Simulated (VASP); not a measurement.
Wanted: the native input for a VASP 6.6.1 run.

- Task: single point
- Functional: RPBE
- Dispersion: D3(BJ)
- Potentials or basis: VASP PAW PBE potentials, release 64 (Al, N)
- Cutoff: 520 eV
- k mesh: 10 × 10 × 6
- Occupations: fermi-dirac, width 0.05 eV
- Spin: no spin polarisation
- Dipole correction: no
- Further INCAR settings: ALGO = Normal; EDIFF = 1e-07; NBANDS = 16

The structure of AlN lies in POSCAR:

```
AlN
1.0
    3.1336164949      0.0000000000      0.0000000000
   -1.5668082474      2.7137914903      0.0000000000
    0.0000000000      0.0000000000      5.0139877163
Al N
2 2
Direct
    0.6666666667      0.3333333333      0.5000000000
    0.3333333333      0.6666666667      0.0000000000
    0.6666666667      0.3333333333      0.8800000000
    0.3333333333      0.6666666667      0.3800000000
```

The input as run:

INCAR

```
SYSTEM = AlN
PREC = Accurate
ENCUT = 520
EDIFF = 1E-7
ISMEAR = -1
SIGMA = 0.05
LREAL = .FALSE.
LASPH = .TRUE.
NELM = 60
ALGO = Normal
ISIF = 2
LWAVE = .FALSE.
LCHARG = .FALSE.
GGA = RP
IVDW = 12
NBANDS = 16
```

KPOINTS

```
Automatic mesh
0
G
  10 10 6
  0 0 0
```

Potentials or basis: VASP PAW PBE potentials, release 64 (Al, N).

The run is started by

```console
$ cat potpaw_PBE.64/Al/POTCAR potpaw_PBE.64/N/POTCAR > POTCAR
$ mpirun -np 1 vasp_std > vasp.out
```

Results of the run:

| Item | Value |
| --- | --- |
| Pressure | -17.6 GPa |
| Largest force | 0.136 eV/Å |
| Band gap on the k mesh | 4.10 eV, direct |
| Dispersion energy per atom | -1.099 eV |

Caveat: the PAW data sets were made with another functional, which shifts forces and pressure a little.

It took 18 s on 1 thread of AMD EPYC 9R45 96-Core Processor (Zen 5), on a shared host, peak memory 0.15 GiB.
